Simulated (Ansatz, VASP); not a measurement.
**Tl in VASP and in Ansatz**

File INCAR:

```
PREC     = Accurate       # precision mode
ENCUT    = 520            # plane-wave cutoff, eV
EDIFF    = 1E-8           # SCF threshold, eV
ISMEAR   = -1             # smearing method
SIGMA    = 0.03           # smearing width, eV
LREAL    = False          # projectors in reciprocal space
LASPH    = True           # aspherical terms in the spheres
NELM     = 100            # most SCF steps
ALGO     = Normal         # electronic algorithm
ISIF     = 2              # what is computed and relaxed
LWAVE    = False          # write WAVECAR
LCHARG   = False          # write CHGCAR
GGA      = PE             # functional
LEFG     = True         
NBANDS   = 12             # bands
```

The input KPOINTS:

```
Automatic mesh
0
Gamma
  13 13 13
```

POSCAR

```
Tl
1.0
   -1.9428672936      1.9428672936      1.9428672936
    1.9428672936     -1.9428672936      1.9428672936
    1.9428672936      1.9428672936     -1.9428672936
Tl
1
Direct
    0.0000000000      0.0000000000      0.0000000000
```

Input for Ansatz:

```yaml
crystal:
  lattice:
    - [-1.9428672936, 1.9428672936, 1.9428672936]
    - [1.9428672936, -1.9428672936, 1.9428672936]
    - [1.9428672936, 1.9428672936, -1.9428672936]
  atoms:
    - { symbol: Tl, position: [0.0, 0.0, 0.0] }
kpoints:
  mp_grid: { grid: [13, 13, 13] }
scf:
  occupations: { method: fermi_dirac, width: 0.03 }
hamiltonian:
  xc: pbe
  pseudopotentials: { kind: paw }
output:
  forces: true
  stress: true
  eigenvalues: true
  efg: { contact_densities: true }
```

Change from the starting cell: volume scaled by 0.98, PAW files.

Alike in both runs: task electric field gradients; functional PBE; k mesh 13 × 13 × 13; occupations fermi-dirac, width 0.03 eV; no spin polarisation.

|  | VASP | Ansatz |
| --- | --- | --- |
| version | VASP 6.6.1 | Ansatz 0.2.0 |
| potentials or method | VASP PAW PBE potentials, release 64 (Tl_d) | PAW with Ansatz's default frozen-core files, scalar-relativistic |
| plane-wave cutoff (eV) | 520 | 420 |
| valence electrons in the cell | 13 | 13 |

|  | VASP | Ansatz | Ansatz less VASP |
| --- | --- | --- | --- |
| pressure (GPa) | 2.1 | 2.2 | +0.06 |

With one functional, cell and mesh, what is left measures potentials, basis and numerics.

Neither program's run includes spin-orbit coupling.
